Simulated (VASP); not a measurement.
# MgO (P6_3/mmc) in VASP: single point with HSE06

Aim: the single point of MgO with HSE06.

Everything below comes from runs of VASP 6.6.1. Logs are shortened: lines on timing, memory, paths and dates and some standing lists are left out, and cuts for length are marked.

## (1) The cell of the first run

The structure is hexagonal, space group P6_3/mmc (No. 194). Conventional cell: a = 3.521 Å, b = 3.521 Å, c = 4.237 Å, α = 90.00°, β = 90.00°, γ = 120.00°. Mg (site symmetry -6m2) has 5 O at 2.03 to 2.12 Å within 2.7 Å. O (site symmetry -6m2) has 5 Mg at 2.03 to 2.12 Å within 2.7 Å.

## (2) Single point, HSE06

POSCAR

```
MgO
1.0
    3.5207161421      0.0000000000      0.0000000000
   -1.7603580710      3.0490296186      0.0000000000
    0.0000000000      0.0000000000      4.2374418908
Mg O
2 2
Direct
    0.6666666667      0.3333333333      0.7500000000
    0.3333333333      0.6666666667      0.2500000000
    0.6666666667      0.3333333333      0.2500000000
    0.3333333333      0.6666666667      0.7500000000
```

INCAR.step1

```
SYSTEM = MgO
ALGO = Normal
EDIFF = 1E-5
ENCUT = 520
GGA = PE
ISIF = 2
ISMEAR = 0
LASPH = .True.
LCHARG = .False.
LREAL = .False.
LWAVE = .True.
NBANDS = 16
NELM = 80
PREC = Accurate
SIGMA = 0.02
```

INCAR.step2

```
SYSTEM = MgO
ALGO = Normal
EDIFF = 1E-7
ENCUT = 520
GGA = PE
HFSCREEN = 0.2079
ISIF = 2
ISMEAR = 0
ISTART = 1
LASPH = .True.
LCHARG = .False.
LHFCALC = .True.
LREAL = .False.
LWAVE = .False.
NBANDS = 16
NELM = 80
PREC = Accurate
PRECFOCK = Normal
SIGMA = 0.02
```

KPOINTS

```
k-points
0
Gamma
  6 6 4
  0 0 0
```

Potentials or basis: VASP PAW PBE potentials, release 64 (Mg, O).

Started as:

```console
$ cat potpaw_PBE.64/Mg/POTCAR potpaw_PBE.64/O/POTCAR > POTCAR
$ cp INCAR.step1 INCAR
$ mpirun -np 1 vasp_std > vasp.out
$ cp INCAR.step2 INCAR
$ mpirun -np 1 vasp_std > vasp.out
```

OUTCAR:

```text
SYSTEM = MgO
   EDIFF = 1E-7
   ENCUT = 520
   GGA = PE
   HFSCREEN = 0.2079
   ISIF = 2
   ISMEAR = 0
   ISTART = 1
   LASPH = .True.
   LHFCALC = .True.
   LREAL = .False.
   NELM = 80
   PREC = Accurate
   PRECFOCK = Normal

 ion  position               nearest neighbor table
   1  0.667  0.333  0.750-   4 2.03   4 2.03   4 2.03   3 2.12   3 2.12   2 2.94   2 2.94   2 2.94
                             2 2.94   2 2.94   2 2.94
   2  0.333  0.667  0.250-   3 2.03   3 2.03   3 2.03   4 2.12   4 2.12   1 2.94   1 2.94   1 2.94
                             1 2.94   1 2.94   1 2.94
   3  0.667  0.333  0.250-   2 2.03   2 2.03   2 2.03   1 2.12   1 2.12
   4  0.333  0.667  0.750-   1 2.03   1 2.03   1 2.03   2 2.12   2 2.12

  LATTYP: Found a hexagonal cell.
 ALAT       =     3.5207161421
 C/A-ratio  =     1.2035738525

  Lattice vectors:

 A1 = (   3.5207161421,   0.0000000000,   0.0000000000)
 A2 = (  -1.7603580710,   3.0490296186,   0.0000000000)
 A3 = (   0.0000000000,   0.0000000000,   4.2374418908)

Analysis of symmetry for initial positions (statically):
=====================================================================
 Subroutine PRICEL returns:
 Original cell was already a primitive cell.

 Routine SETGRP: Setting up the symmetry group for a
 hexagonal supercell.

 Subroutine GETGRP returns: Found 24 space group operations
 (whereof 12 operations were pure point group operations)
 out of a pool of 24 trial point group operations.

The static configuration has the point symmetry D_3d.
 The point group associated with its full space group is D_6h.

Analysis of symmetry for dynamics (positions and initial velocities):
=====================================================================
 Subroutine PRICEL returns:
 Original cell was already a primitive cell.

 Routine SETGRP: Setting up the symmetry group for a
 hexagonal supercell.

 Subroutine GETGRP returns: Found 24 space group operations
 (whereof 12 operations were pure point group operations)
 out of a pool of 24 trial point group operations.

The dynamic configuration has the point symmetry D_3d.
 The point group associated with its full space group is D_6h.

 Subroutine INISYM returns: Found 24 space group operations
 (whereof 12 operations are pure point group operations),
 and found     1 'primitive' translations

----------------------------------------------------------------------------------------

                                     Primitive cell

  volume of cell :      45.4880

  direct lattice vectors                    reciprocal lattice vectors
     3.520716142  0.000000000  0.000000000     0.284033123  0.163986600  0.000000000
    -1.760358071  3.049029619  0.000000000     0.000000000  0.327973200  0.000000000
     0.000000000  0.000000000  4.237441891     0.000000000  0.000000000  0.235991437

  length of vectors
     3.520716142  3.520716142  4.237441891     0.327973200  0.327973200  0.235991437

  position of ions in fractional coordinates (direct lattice)
     0.666666667  0.333333333  0.750000000
     0.333333333  0.666666667  0.250000000
     0.666666667  0.333333333  0.250000000
     0.333333333  0.666666667  0.750000000

  ion indices of the primitive-cell ions
   primitive index   ion index
                 1           1
                 2           2
                 3           3
                 4           4

----------------------------------------------------------------------------------------

 KPOINTS: k-points

Automatic generation of k-mesh.
 Grid dimensions read from file:
 generate k-points for:    6    6    4

 Generating k-lattice:

  Cartesian coordinates                     Fractional coordinates (reciprocal lattice)
     0.047338854  0.027331100  0.000000000     0.166666667  0.000000000  0.000000000
     0.000000000  0.054662200  0.000000000     0.000000000  0.166666667  0.000000000
     0.000000000  0.000000000  0.058997859     0.000000000  0.000000000  0.250000000

  Length of vectors
     0.054662200  0.054662200  0.058997859

  Shift w.r.t. Gamma in fractional coordinates (k-lattice)
     0.000000000  0.000000000  0.000000000

 Subroutine IBZKPT returns following result:
 ===========================================

 Found     21 irreducible k-points:

 Following reciprocal coordinates:
            Coordinates               Weight
  0.000000  0.000000  0.000000      1.000000
  0.166667  0.000000  0.000000      6.000000
  0.333333  0.000000  0.000000      6.000000
  0.500000  0.000000  0.000000      3.000000
  0.166667  0.166667  0.000000      6.000000
  0.333333  0.166667  0.000000     12.000000
[... 13 lines left out ...]
  0.333333  0.166667  0.500000     12.000000
  0.333333  0.333333  0.500000      2.000000
   k-points           NKPTS =     21   k-points in BZ     NKDIM =    144   number of bands    NBANDS=     16
   number of dos      NEDOS =    301   number of ions     NIONS =      4
   total plane-waves  NPLWV =  25088
   dimension x,y,z NGX =    28 NGY =   28 NGZ =   32
   dimension x,y,z NGXF=    56 NGYF=   56 NGZF=   64
   ions per type =               2   2
   NGX,Y,Z   is equivalent  to a cutoff of  13.22, 13.22, 12.55 a.u.
   NGXF,Y,Z  is equivalent  to a cutoff of  26.44, 26.44, 25.11 a.u.
 SYSTEM =  MgO
   PREC   = accura    normal or accurate (medium, high low for compatibility)
   ISTART =      1    job   : 0-new  1-cont  2-samecut
   ICHARG =      0    charge: 1-file 2-atom 10-const
   ISPIN  =      1    spin polarized calculation?
   LNONCOLLINEAR =      F non collinear calculations
   LSORBIT =      F    spin-orbit coupling
   LASPH  =      T    aspherical Exc in radial PAW
   ENCUT  =  520.0 eV  38.22 Ry    6.18 a.u.   6.55  6.55  7.88*2*pi/ulx,y,z
   NELM   =     80;   NELMIN=  2; NELMDL=  0     # of ELM steps
   EDIFF  = 0.1E-06   stopping-criterion for ELM
   LREAL  =      F    real-space projection
   EDIFFG = 0.1E-05   stopping-criterion for IOM
   NSW    =      0    number of steps for IOM
   IBRION =     -1    ionic relax: 0-MD 1-quasi-New 2-CG
   NFREE  =      0    steps in history (QN), initial steepest desc. (CG)
   ISIF   =      2    stress and relaxation
   ISYM   =      3    0-nonsym 1-usesym 2-fastsym
   POTIM  = 0.5000    time-step for ionic-motion
   TEBEG  =    0.0;   TEEND  =   0.0 temperature during run
   PSTRESS=    0.0 pullay stress
   NELECT =      16.0000    total number of electrons
   NUPDOWN=      -1.0000    fix difference up-down
   EMIN   =  10.00;   EMAX   =-10.00  energy-range for DOS
   EFERMI =   0.00;   METHOD = LEGACY
   ISMEAR =     0;   SIGMA  =   0.02  broadening in eV -4-tet -1-fermi 0-gaus
   EFERMI_NEDOS =   21; number of points for ismear=-14 and -15
   IALGO  =     38    algorithm
   IMIX   =      1    mixing-type and parameters
     AMIX     =   0.40;   BMIX     =  1.00
     AMIX_MAG =   1.60;   BMIX_MAG =  1.00
  volume/ion in A,a.u.               =      11.37        76.74
  Fermi-wavevector in a.u.,A,eV,Ry     =   1.155623  2.183810 18.170085  1.335464
  Thomas-Fermi vector in A             =   2.292250
   LORBIT       =      0    0 simple, 1 ext, 2 COOP (PROOUT), +10 PAW based schemes
   GGA     = PE    functional components
   LHFCALC =     T    Hartree Fock is set to
   PRECFOCK=normal    Normal, Fast or Accurate (Low or Medium for compatibility)
   ENCUT4O =  -1.0   cutoff for four orbital integrals eV
   NKREDX  =     1    reduce k-point grid by
   NKREDY  =     1    reduce k-point grid by
   NKREDZ  =     1    reduce k-point grid by
   AEXX    =    0.2500 exact exchange contribution
   HFSCREEN=    0.2079 screening length (either q_TF or 0.3 A-1)
   HFSCREENC=   0.2079 screening length for correlation (either q_TF or 0.3 A-1)
   ENCUTFOCK=  -1.0 apply spherical cutoff to Coloumb kernel
   IVDW    =     0    specifies the selected vdW correction
   LEPSILON=     F    determine dielectric tensor
   LRPA    =     F    only Hartree local field effects (RPA)
 non-spin polarized calculation
 Gauss-broadening in eV      SIGMA  =   0.02
  energy-cutoff  :      520.00
  volume of cell :       45.49
 maximum number of plane-waves:      1252
 NGX is ok and might be reduce to    28
  NGX = 20; NGY = 20; NGZ = 24

 number of electron      15.9999990 magnetization

 Free energy of the ion-electron system (eV)
  ---------------------------------------------------
  ext. energy  EPLUGINS =         0.00000000
  ---------------------------------------------------
  free energy    TOTEN  =       -28.19325542 eV

  energy without entropy =      -28.19325542  energy(sigma->0) =      -28.19325542

 E-fermi :   0.7724     XC(G=0):  -8.1799

 val. band max:        0.5916735724   @ k =   0.0000   0.0000   0.0000
 cond. band min:       5.4145232269   @ k =   0.0000   0.0000   0.0000
 fundamental gap:      4.8228496545
 Fermi energy:         0.7724342149

 k-point     1 :       0.0000    0.0000    0.0000
  band No.  band energies     occupation
      1     -17.7375      2.00000
      2     -16.3606      2.00000
      3      -3.2103      2.00000
      4      -1.2126      2.00000
      5      -1.2126      2.00000
      6      -0.2242      2.00000
[... 8 lines left out ...]
     15      17.9412      0.00000
     16      17.9636      0.00000

 k-point     2 :       0.1667    0.0000    0.0000
  band No.  band energies     occupation
      1     -17.6056      2.00000
      2     -16.3853      2.00000
      3      -2.9856      2.00000
      4      -1.6520      2.00000
      5      -1.4098      2.00000
      6      -0.7464      2.00000
[... 8 lines left out ...]
     15      16.8692      0.00000
     16      17.1659      0.00000

 k-point     3 :       0.3333    0.0000    0.0000
  band No.  band energies     occupation
      1     -17.2854      2.00000
      2     -16.4871      2.00000
      3      -2.6092      2.00000
      4      -2.3911      2.00000
      5      -1.7150      2.00000
      6      -1.2719      2.00000
[... 8 lines left out ...]
     15      16.4774      0.00000
     16      17.0466      0.00000
[... 305 lines left out ...]
 k-point    20 :       0.3333    0.1667    0.5000
  band No.  band energies     occupation
      1     -16.7751      2.00000
      2     -16.7751      2.00000
      3      -3.2437      2.00000
      4      -3.2437      2.00000
      5      -1.4652      2.00000
      6      -1.4652      2.00000
[... 8 lines left out ...]
     15      18.3128      0.00000
     16      18.3128      0.00000

 k-point    21 :       0.3333    0.3333    0.5000
  band No.  band energies     occupation
      1     -16.7399      2.00000
      2     -16.7399      2.00000
      3      -3.1386      2.00000
      4      -3.1386      2.00000
      5      -1.9420      2.00000
      6      -1.9420      2.00000
[... 8 lines left out ...]
     15      19.7985      0.00000
     16      19.7985      0.00000

------------------------ aborting loop because EDIFF is reached ----------------------------------------

  FORCE on cell =-STRESS in cart. coord.  units (eV):
  Direction    XX          YY          ZZ          XY          YZ          ZX
  --------------------------------------------------------------------------------------
  -------------------------------------------------------------------------------------
  Total       -1.2224270     -1.2224270     -1.4275972     -0.0000000      0.0000000     -0.0000000
  in kB      -43.0563383    -43.0563383    -50.2828484     -0.0000000      0.0000000     -0.0000000
  external PRESSURE =     -45.4651750 kB  Pullay stress =       0.0000000 kB

 VOLUME and BASIS-vectors are now :
 -----------------------------------------------------------------------------
  energy-cutoff  :      520.00
  volume of cell :       45.49
      direct lattice vectors                 reciprocal lattice vectors
     3.520716142  0.000000000  0.000000000     0.284033123  0.163986600  0.000000000
    -1.760358071  3.049029619  0.000000000     0.000000000  0.327973200  0.000000000
     0.000000000  0.000000000  4.237441891     0.000000000  0.000000000  0.235991437

 POSITION                                       TOTAL-FORCE (eV/Angst)
 -----------------------------------------------------------------------------------
      1.76036      1.01634      3.17808        -0.000000      0.000000     -0.000000
     -0.00000      2.03269      1.05936         0.000000      0.000000     -0.000000
      1.76036      1.01634      1.05936         0.000000     -0.000000      0.000000
     -0.00000      2.03269      3.17808        -0.000000      0.000000      0.000000
 -----------------------------------------------------------------------------------
    total drift:                                0.000000      0.000000     -0.000000

  FREE ENERGIE OF THE ION-ELECTRON SYSTEM (eV)
  ---------------------------------------------------
  free  energy   TOTEN  =       -28.1932554233 eV

  energy  without entropy=      -28.1932554233  energy(sigma->0) =      -28.19325542
```

Wall time 52 min (1 thread of Intel Xeon 8259CL, shared host); peak memory 0.29 GiB.

Results:

- Free energy: -28.1933 eV
- Pressure: -4.5 GPa
- Band gap on the k mesh: 4.82 eV

Stress tensor (GPa, compression positive):
```
-4.31  0.00  0.00
 0.00 -4.31  0.00
 0.00  0.00 -5.03
```

Caveat: the cell stands under tension; the PAW data sets were made with another functional, which shifts forces and pressure a little.
